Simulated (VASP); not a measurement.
# Cl: single point with PBEsol

The system is Cl.

```
CELL_PARAMETERS angstrom
0.00000 2.50622 2.50622
2.50622 0.00000 2.50622
2.50622 2.50622 0.00000
ATOMIC_POSITIONS crystal
Cl 0.87500 0.87500 0.87500
Cl 0.12500 0.12500 0.12500
```

This cell differs from its parent crystal: volume scaled by 0.5.

```
Program             : VASP 6.6.1
Task                : single point
Functional          : PBEsol
Potentials or basis : VASP PAW PBE potentials, release 64 (Cl)
Cutoff              : 520 eV
k mesh              : 12 × 12 × 12
Occupations         : fermi-dirac, width 0.1 eV
Spin                : no spin polarisation
```

```json
{
 "Pressure": "61.8 GPa",
 "Band gap on the k mesh": "zero (band 7 reaches 9.39 eV, above the bottom of band 8 at 4.67 eV)"
}
```

Levels at points of the mesh, in eV from the Fermi level:
| k point | band 3 | band 4 | band 5 | band 6 | band 7 | band 8 | band 9 | band 10 | band 11 | band 12 |
| --- | --- | --- | --- | --- | --- | --- | --- | --- | --- | --- |
| (0.00, 0.00, 0.00) | -7.09 | -7.09 | -7.09 | -3.10 | -3.10 | -3.10 | 5.42 | 7.66 | 7.66 | 11.41 |
| (0.50, 0.00, 0.00) | -8.12 | -8.12 | -7.06 | -1.52 | -1.52 | 1.42 | 7.51 | 8.59 | 8.89 | 8.89 |
| (0.50, 0.50, 0.00) | -9.31 | -9.31 | -4.31 | -4.31 | 1.62 | 1.62 | 6.78 | 6.78 | 10.65 | 10.65 |

Run time: 33 s on 1 thread of Intel(R) Xeon(R) Platinum 8375C CPU @ 2.90GHz (Ice Lake) (shared host), peak memory 0.15 GiB.

Caveat: the PAW data sets were made with another functional, which shifts forces and pressure a little.
